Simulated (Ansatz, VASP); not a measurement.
**Co: VASP beside Ansatz**

The input INCAR:

```
ALGO = Normal
EDIFF = 1E-6
ENCUT = 520
GGA = PS
ISIF = 2
ISMEAR = -1
ISPIN = 2
LASPH = True
LCHARG = False
LMAXMIX = 4
LORBIT = 11
LREAL = False
LWAVE = False
MAGMOM = 1.673
NBANDS = 14
NELM = 150
PREC = Accurate
SIGMA = 0.05
```

KPOINTS

```
k-points
0
Gamma
  17 17 17
```

File POSCAR:

```
Co
1.0
    0.0000000000      1.6624982713      1.6624982713
    1.6624982713      0.0000000000      1.6624982713
    1.6624982713      1.6624982713      0.0000000000
Co
1
Direct
    0.0000000000      0.0000000000      0.0000000000
```

Input for Ansatz:

```yaml
crystal:
  lattice:
    - [0.0, 1.6624982713, 1.6624982713]
    - [1.6624982713, 0.0, 1.6624982713]
    - [1.6624982713, 1.6624982713, 0.0]
  atoms:
    - { symbol: Co, position: [0.0, 0.0, 0.0], spin: 1.673 }
hamiltonian:
  xc: pbesol
  pseudopotentials:
    kind: paw
    azcp:
      Co: "pseudopotentials/Co.paw.azcp"
basis:
  ecutwfc: 420
  fft_grid_basis: typed
kpoints:
  mp_grid: { grid: [17, 17, 17], shift: [0, 0, 0] }
magnetization:
  spin_polarized: true
scf:
  occupations: { method: fermi_dirac, width: 0.05 }
  lower_state_search: "off"
output:
  stress: true
  write_density: true
  write_potential: true
  elf: true
  volumetric_format: npy
```

Alike in both runs: task single point; functional PBEsol; k mesh 17 × 17 × 17; occupations fermi-dirac, width 0.05 eV; collinear spin.

|  | VASP | Ansatz |
| --- | --- | --- |
| version | VASP 6.6.1 | Ansatz 0.2.0 |
| potentials or method | VASP PAW PBE potentials, release 64 (Co), cutoff 520 eV | plane waves (420 eV) with PAW, scalar-relativistic |
| valence electrons in the cell | 9 | 17 |

VASP gave:

| Quantity | Value |
| --- | --- |
| net moment per atom (μB) | 1.47 |
| size of the moment on the site where the two differ most (μB) | 1.45 |

Q: Which values does Ansatz return?

A: net moment per atom (μB): 1.47; size of the moment on the site where the two differ most (μB): 1.51.

VASP's potentials were made for PBE, not for PBEsol, and Ansatz warns of the same on its side. Site moments also hang on the region over which each program counts them. VASP's potentials hold 9 valence electrons a cell and Ansatz's 17, so a difference there can come from the potentials and not from the codes.
